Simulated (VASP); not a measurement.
# Cu2W (I4/mcm) in VASP: single point with PBE

Aim: the single point of Cu2W with PBE.

Everything below comes from runs of VASP 6.6.1. Logs are shortened: lines on timing, memory, paths and dates and some standing lists are left out, and cuts for length are marked.

## 1. The cell of the first run

It takes space group I4/mcm (No. 140, tetragonal). Conventional cell: a = 6.140 Å, b = 6.140 Å, c = 4.841 Å, α = 90.00°, β = 90.00°, γ = 90.00°. Within 3.4 Å of Cu (site symmetry m2m) lie 11 Cu at 2.46 to 3.35 Å and 4 W at 2.66 Å. Within 3.2 Å of W (site symmetry 422) lie 2 W at 2.42 Å and 8 Cu at 2.66 Å.

The cell was generated, and may not be a known phase.

## 2. Single point, PBE

INCAR reads:

```
  PREC = Accurate
  ENCUT = 820
  EDIFF = 1E-6
  ISMEAR = 0
  SIGMA = 0.1
  LREAL = False
  LASPH = True
  NELM = 120
  ALGO = Normal
  ISIF = 2
  LWAVE = False
  LCHARG = False
  GGA = PE
  NBANDS = 61
  GGA_COMPAT = False
```

KPOINTS reads:

```
regular mesh
0
Gamma
  10 10 10
```

POSCAR reads:

```
Cu2W
1.0
   -3.0701145758      3.0701145758      2.4205479025
    3.0701145758     -3.0701145758      2.4205479025
    3.0701145758      3.0701145758     -2.4205479025
Cu W
4 2
Direct
    0.6418450732      0.1418450732      0.7836901464
    0.1418450732      0.3581549268      0.5000000000
    0.3581549268      0.8581549268      0.2163098536
    0.8581549268      0.6418450732      0.5000000000
    0.2500000000      0.2500000000      0.0000000000
    0.7500000000      0.7500000000      0.0000000000
```

Potentials or basis: VASP PAW PBE potentials, release 64 (Cu_sv_GW, W_sv).

Started as:

```bash
cat potpaw_PBE.64/Cu_sv_GW/POTCAR potpaw_PBE.64/W_sv/POTCAR > POTCAR
mpirun -np 1 vasp_std > vasp.out
```

OUTCAR:

```text
PREC = Accurate
   ENCUT = 820
   EDIFF = 1E-6
   ISMEAR = 0
   LREAL = False
   LASPH = True
   NELM = 120
   ISIF = 2
   GGA = PE

 ion  position               nearest neighbor table
   1  0.642  0.142  0.784-   3 2.46   6 2.66   5 2.66   6 2.66   5 2.66
   2  0.142  0.358  0.500-   4 2.46   6 2.66   5 2.66   5 2.66   6 2.66
   3  0.358  0.858  0.216-   1 2.46   5 2.66   6 2.66   5 2.66   6 2.66
   4  0.858  0.642  0.500-   2 2.46   5 2.66   6 2.66   6 2.66   5 2.66
   5  0.250  0.250  0.000-   6 2.42   6 2.42   4 2.66   2 2.66   4 2.66   2 2.66   1 2.66   3 2.66
                             3 2.66   1 2.66
   6  0.750  0.750  0.000-   5 2.42   5 2.42   2 2.66   4 2.66   2 2.66   4 2.66   3 2.66   1 2.66
                             1 2.66   3 2.66

  LATTYP: Found a body centered tetragonal cell.
 ALAT       =     6.1402291516
 C/A-ratio  =     0.7884226607

  Lattice vectors:

 A1 = (  -3.0701145758,   3.0701145758,   2.4205479025)
 A2 = (   3.0701145758,  -3.0701145758,   2.4205479025)
 A3 = (   3.0701145758,   3.0701145758,  -2.4205479025)

Analysis of symmetry for initial positions (statically):
=====================================================================
 Subroutine PRICEL returns:
 Original cell was already a primitive cell.

 Routine SETGRP: Setting up the symmetry group for a
 body centered tetragonal supercell.

 Subroutine GETGRP returns: Found 16 space group operations
 (whereof  8 operations were pure point group operations)
 out of a pool of 16 trial point group operations.

The static configuration has the point symmetry C_4h.
 The point group associated with its full space group is D_4h.

Analysis of symmetry for dynamics (positions and initial velocities):
=====================================================================
 Subroutine PRICEL returns:
 Original cell was already a primitive cell.

 Routine SETGRP: Setting up the symmetry group for a
 body centered tetragonal supercell.

 Subroutine GETGRP returns: Found 16 space group operations
 (whereof  8 operations were pure point group operations)
 out of a pool of 16 trial point group operations.

The dynamic configuration has the point symmetry C_4h.
 The point group associated with its full space group is D_4h.

 Subroutine INISYM returns: Found 16 space group operations
 (whereof  8 operations are pure point group operations),
 and found     1 'primitive' translations

----------------------------------------------------------------------------------------

                                     Primitive cell

  volume of cell :      91.2605

  direct lattice vectors                    reciprocal lattice vectors
    -3.070114576  3.070114576  2.420547903     0.000000000  0.162860371  0.206564803
     3.070114576 -3.070114576  2.420547903     0.162860371  0.000000000  0.206564803
     3.070114576  3.070114576 -2.420547903     0.162860371  0.162860371  0.000000000

  length of vectors
     4.970941477  4.970941477  4.970941477     0.263044708  0.263044708  0.230319346

  position of ions in fractional coordinates (direct lattice)
     0.641845073  0.141845073  0.783690146
     0.141845073  0.358154927  0.500000000
     0.358154927  0.858154927  0.216309854
     0.858154927  0.641845073  0.500000000
     0.250000000  0.250000000  0.000000000
     0.750000000  0.750000000  0.000000000

  ion indices of the primitive-cell ions
   primitive index   ion index
                 1           1
                 2           2
                 3           3
                 4           4
                 5           5
                 6           6

----------------------------------------------------------------------------------------

 KPOINTS: regular mesh

Automatic generation of k-mesh.
 Grid dimensions read from file:
 generate k-points for:   10   10   10

 Generating k-lattice:

  Cartesian coordinates                     Fractional coordinates (reciprocal lattice)
     0.000000000  0.016286037  0.020656480     0.100000000  0.000000000  0.000000000
     0.016286037  0.000000000  0.020656480     0.000000000  0.100000000  0.000000000
     0.016286037  0.016286037  0.000000000     0.000000000  0.000000000  0.100000000

  Length of vectors
     0.026304471  0.026304471  0.023031935

  Shift w.r.t. Gamma in fractional coordinates (k-lattice)
     0.000000000  0.000000000  0.000000000

 Subroutine IBZKPT returns following result:
 ===========================================

 Found    102 irreducible k-points:

 Following reciprocal coordinates:
            Coordinates               Weight
  0.000000  0.000000  0.000000      1.000000
  0.100000 -0.000000  0.000000      8.000000
  0.200000 -0.000000  0.000000      8.000000
  0.300000  0.000000 -0.000000      8.000000
  0.400000 -0.000000  0.000000      8.000000
  0.500000  0.000000 -0.000000      4.000000
[... 16 lines left out ...]
  0.300000  0.300000 -0.000000      8.000000
  0.400000  0.300000  0.000000     16.000000
 [... further k-points ...]
   k-points           NKPTS =    102   k-points in BZ     NKDIM =    102   number of bands    NBANDS=     61
   number of dos      NEDOS =    301   number of ions     NIONS =      6
   total plane-waves  NPLWV = 110592
   dimension x,y,z NGX =    48 NGY =   48 NGZ =   48
   dimension x,y,z NGXF=    96 NGYF=   96 NGZF=   96
   ions per type =               4   2
   NGX,Y,Z   is equivalent  to a cutoff of  16.05, 16.05, 16.05 a.u.
   NGXF,Y,Z  is equivalent  to a cutoff of  32.11, 32.11, 32.11 a.u.
 SYSTEM =  unknown system
   PREC   = accura    normal or accurate (medium, high low for compatibility)
   ISTART =      0    job   : 0-new  1-cont  2-samecut
   ICHARG =      2    charge: 1-file 2-atom 10-const
   ISPIN  =      1    spin polarized calculation?
   LNONCOLLINEAR =      F non collinear calculations
   LSORBIT =      F    spin-orbit coupling
   LASPH  =      T    aspherical Exc in radial PAW
   ENCUT  =  820.0 eV  60.27 Ry    7.76 a.u.  11.61 11.61 11.61*2*pi/ulx,y,z
   NELM   =    120;   NELMIN=  2; NELMDL= -5     # of ELM steps
   EDIFF  = 0.1E-05   stopping-criterion for ELM
   LREAL  =      F    real-space projection
[... 7 lines left out ...]
   TEBEG  =    0.0;   TEEND  =   0.0 temperature during run
   PSTRESS=    0.0 pullay stress
   NELECT =     104.0000    total number of electrons
   NUPDOWN=      -1.0000    fix difference up-down
   EMIN   =  10.00;   EMAX   =-10.00  energy-range for DOS
   EFERMI =   0.00;   METHOD = LEGACY
   ISMEAR =     0;   SIGMA  =   0.10  broadening in eV -4-tet -1-fermi 0-gaus
   EFERMI_NEDOS =   21; number of points for ismear=-14 and -15
   IALGO  =     38    algorithm
   IMIX   =      4    mixing-type and parameters
     AMIX     =   0.40;   BMIX     =  1.00
     AMIX_MAG =   1.60;   BMIX_MAG =  1.00
  volume/ion in A,a.u.               =      15.21       102.64
  Fermi-wavevector in a.u.,A,eV,Ry     =   1.709982  3.231398 39.783981  2.924040
  Thomas-Fermi vector in A             =   2.788366
   LORBIT       =      0    0 simple, 1 ext, 2 COOP (PROOUT), +10 PAW based schemes
   GGA     = PE    functional components
   LHFCALC =     F    Hartree Fock is set to
   AEXX    =    0.0000 exact exchange contribution
   IVDW    =     0    specifies the selected vdW correction
   LEPSILON=     F    determine dielectric tensor
   LRPA    =     F    only Hartree local field effects (RPA)
 non-spin polarized calculation
 Gauss-broadening in eV      SIGMA  =   0.10
  energy-cutoff  :      820.00
  volume of cell :       91.26
 maximum number of plane-waves:      4893
   NGX = 23   NGY = 23   NGZ = 23

 number of electron     103.9999985 magnetization

 Free energy of the ion-electron system (eV)
  ---------------------------------------------------
  ext. energy  EPLUGINS =         0.00000000
  ---------------------------------------------------
  free energy    TOTEN  =       -36.23879122 eV

  energy without entropy =      -36.21334977  energy(sigma->0) =      -36.22607049

 E-fermi :   7.3438     XC(G=0): -12.5052

 val. band max:        7.3415855716   @ k =  -0.4000   0.4000   0.1000
 cond. band min:       7.3461329745   @ k =   0.2000   0.2000   0.0000
 fundamental gap:      0.0045474029
 Fermi energy:         7.3438109618

 k-point     1 :       0.0000    0.0000    0.0000
  band No.  band energies     occupation
      1    -105.4475      2.00000
      2    -105.4464      2.00000
      3    -105.4429      2.00000
      4    -105.4429      2.00000
      5     -66.6178      2.00000
      6     -66.3658      2.00000
[... 53 lines left out ...]
     60      11.2651      0.00000
     61      11.9099      0.00000

 k-point     2 :       0.1000   -0.0000    0.0000
  band No.  band energies     occupation
      1    -105.4475      2.00000
      2    -105.4466      2.00000
      3    -105.4429      2.00000
      4    -105.4429      2.00000
      5     -66.6117      2.00000
      6     -66.3721      2.00000
[... 53 lines left out ...]
     60      11.3103      0.00000
     61      11.8678      0.00000

 k-point     3 :       0.2000   -0.0000    0.0000
  band No.  band energies     occupation
      1    -105.4473      2.00000
      2    -105.4466      2.00000
      3    -105.4430      2.00000
      4    -105.4430      2.00000
      5     -66.5941      2.00000
      6     -66.3903      2.00000
[... 1333 lines left out ...]
     60      12.2917      0.00000
     61      13.5628      0.00000

 k-point    24 :       0.4000    0.3000    0.0000
  band No.  band energies     occupation
      1    -105.4471      2.00000
      2    -105.4467      2.00000
      3    -105.4430      2.00000
      4    -105.4429      2.00000
      5     -66.5669      2.00000
      6     -66.4186      2.00000
[... 53 lines left out ...]
     60      12.4986      0.00000
     61      13.5155      0.00000

 [... further k-points ...]

------------------------ aborting loop because EDIFF is reached ----------------------------------------

  FORCE on cell =-STRESS in cart. coord.  units (eV):
  Direction    XX          YY          ZZ          XY          YZ          ZX
  --------------------------------------------------------------------------------------
  -------------------------------------------------------------------------------------
  Total       -0.3450557     -0.3450557      0.1485739      0.0000000      0.0000000     -0.0000000
  in kB       -6.0578285     -6.0578285      2.6083759      0.0000000      0.0000000     -0.0000000
  external PRESSURE =      -3.1690937 kB  Pullay stress =       0.0000000 kB

 VOLUME and BASIS-vectors are now :
 -----------------------------------------------------------------------------
  energy-cutoff  :      820.00
  volume of cell :       91.26
      direct lattice vectors                 reciprocal lattice vectors
    -3.070114576  3.070114576  2.420547903     0.000000000  0.162860371  0.206564803
     3.070114576 -3.070114576  2.420547903     0.162860371  0.000000000  0.206564803
     3.070114576  3.070114576 -2.420547903     0.162860371  0.162860371  0.000000000

 POSITION                                       TOTAL-FORCE (eV/Angst)
 -----------------------------------------------------------------------------------
      0.87096      3.94108      0.00000        -0.004002     -0.004002     -0.000000
      2.19915      0.87096      0.00000         0.004002     -0.004002      0.000000
      2.19915     -0.87096      2.42055         0.004002      0.004002      0.000000
      0.87096      2.19915      2.42055        -0.004002      0.004002      0.000000
      0.00000      0.00000      1.21027         0.000000     -0.000000      0.000000
      0.00000      0.00000      3.63082         0.000000     -0.000000      0.000000
 -----------------------------------------------------------------------------------
    total drift:                               -0.000000     -0.000000      0.000000

  FREE ENERGIE OF THE ION-ELECTRON SYSTEM (eV)
  ---------------------------------------------------
  free  energy   TOTEN  =       -36.2387912154 eV

  energy  without entropy=      -36.2133497686  energy(sigma->0) =      -36.22607049
```

It took 18 min on 1 thread of Intel Xeon 6975P-C (Granite Rapids), shared host; peak memory 1 GiB.

Results:

| Quantity | Value |
| --- | --- |
| Free energy | -36.2388 eV |
| Pressure | -0.3 GPa |
| Largest force | 0.006 eV/Å |
| Band gap on the k mesh | zero (bands 52 and 53 overlap by 1.66 eV) |

Forces in eV/Å, atoms in the order of the input:
```
Cu  -0.004 -0.004  0.000
Cu   0.004 -0.004  0.000
Cu   0.004  0.004  0.000
Cu  -0.004  0.004  0.000
W    0.000  0.000  0.000
W    0.000  0.000  0.000
```

Caveat: spin-orbit coupling is left out, which moves the levels of the heavy elements.
